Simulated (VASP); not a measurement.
Set up this calculation in VASP 6.6.1, as the native input.

| Property | Result |
| --- | --- |
| Task | single point |
| Functional | PBE |
| Dispersion | D3(BJ) |
| Potentials or basis | VASP PAW PBE potentials, release 64 (Al) |
| Cutoff | 520 eV |
| k mesh | 24 × 24 × 5 |
| Occupations | gaussian, width 0.15 eV |
| Spin | no spin polarisation |
| Dipole correction | no |
| Further INCAR settings | ALGO = Fast; EDIFF = 1e-06; NBANDS = 18 |

The structure of Al lies in POSCAR:

```
Al
1.0
    1.9913628294     -1.9913628294      0.0000000000
    1.9913628294      0.0000000000     -1.9913628294
    9.1201518559      9.1201518559      9.1201518559
Al
6
Direct
    0.6666666667      0.6666666667      0.0727679607
    0.0000000000      0.0000000000      0.8005931333
    0.3333333333      0.3333333333      0.2183329953
    0.6666666667      0.6666666667      0.5094630643
    0.0000000000      0.0000000000      0.3638980298
    0.3333333333      0.3333333333      0.6550280988
```

This cell differs from its parent crystal: the distance across one plane changed.

One way to write it, as run:

INCAR

```
ALGO = Fast ; EDIFF = 1E-6
ENCUT = 520 ; GGA = PE
ISIF = 2 ; ISMEAR = 0
IVDW = 12 ; LASPH = T
LCHARG = F ; LREAL = F
LWAVE = F ; NBANDS = 18
NELM = 80 ; PREC = Accurate
SIGMA = 0.15
```

KPOINTS

```
k-points
0
Gamma
  24 24 5
```

Potentials or basis: VASP PAW PBE potentials, release 64 (Al).

The run is started by

```bash
$ cat potpaw_PBE.64/Al/POTCAR > POTCAR
$ mpirun -np 1 vasp_std > vasp.out
```

Results of the run:

The pressure is -1.2 GPa, the largest force is 0.335 eV/Å and the band gap on the k mesh is zero (bands 9 and 10 overlap by 3.71 eV). The dispersion energy per atom is -0.314 eV.

Caveat: the cell differs from its parent crystal (the distance across one plane changed).

Wall time 16 min on 1 thread of AMD EPYC 7R13 (shared host), peak memory 0.53 GiB.
